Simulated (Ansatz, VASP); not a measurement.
**Ta2Si2O: VASP beside Ansatz**

The input INCAR:

```
SYSTEM = Ta2Si2O
ALGO = Normal
EDIFF = 1E-6
EDIFFG = -0.04
ENCUT = 600
GGA = PE
IBRION = 2
ISIF = 3
ISMEAR = 0
LASPH = .True.
LCHARG = .False.
LREAL = .False.
LWAVE = .False.
NELM = 100
NSW = 90
PREC = Accurate
SIGMA = 0.1
```

The input KPOINTS:

```
k-points
0
Gamma
  6 6 4
  0 0 0
```

POSCAR

```
Ta2Si2O
1.0
    3.3377111351      0.0000000000      0.0000000000
    0.0000000000      3.3377111351      0.0000000000
    0.0000000000      0.0000000000      6.4676109560
Ta Si O
2 2 1
Direct
    0.0000000000      0.0000000000      0.3769685889
    0.5000000000      0.5000000000      0.0184509880
    0.5000000000      0.0000000000      0.7093981307
    0.0000000000      0.5000000000      0.7093981307
    0.5000000000      0.5000000000      0.3315667217
```

Input for Ansatz:

```yaml
crystal:
  lattice:
    - [3.3377111351, 0.0, 0.0]
    - [0.0, 3.3377111351, 0.0]
    - [0.0, 0.0, 6.467610956]
  atoms:
    - { symbol: Ta, position: [0.0, 0.0, 0.3769685889] }
    - { symbol: Ta, position: [0.5, 0.5, 0.018450988] }
    - { symbol: Si, position: [0.5, 0.0, 0.7093981307] }
    - { symbol: Si, position: [0.0, 0.5, 0.7093981307] }
    - { symbol: O, position: [0.5, 0.5, 0.3315667217] }
basis:
  ecutwfc: 420
kpoints:
  mp_grid: { grid: [6, 6, 4] }
hamiltonian:
  xc: pbe
scf:
  occupations: { method: gaussian, width: 0.1 }
  lower_state_search: "off"
output:
  forces: true
  stress: true
  eigenvalues: true
relax:
  adjacent_minimum: "off"
  f_tol: 0.04
  max_steps: 70
  cell: { stress_tol: 0.4 }
```

Alike in both runs: task relaxation of cell and atoms; functional PBE; k mesh 6 × 6 × 4; occupations gaussian, width 0.1 eV; no spin polarisation.

```csv
,VASP,Ansatz
version,VASP 6.6.1,Ansatz 0.2.0
potentials or method,"VASP PAW PBE potentials, release 64 (Ta_pv, Si, O), cutoff 600 eV","scalar-relativistic, plane waves, PAW"
valence electrons in the cell,36,40
```

Ansatz gave:

- gap on the k mesh at the Fermi level, each at its own relaxed structure (eV): none
- relaxed volume (Å³/atom): 14.48
- relaxed length of the cell vector where the two differ most in proportion (Å): 6.536

**Question.** What did VASP give for the same quantities?

**Answer.** gap on the k mesh at the Fermi level, each at its own relaxed structure (eV): none; relaxed volume (Å³/atom): 14.49; relaxed length of the cell vector where the two differ most in proportion (Å): 6.540.

A gap of «none» marks a metal or a gap that the smearing closes. VASP's potentials hold 36 valence electrons a cell and Ansatz's 40, so a difference there can come from the potentials and not from the codes.

Neither program's run includes spin-orbit coupling.
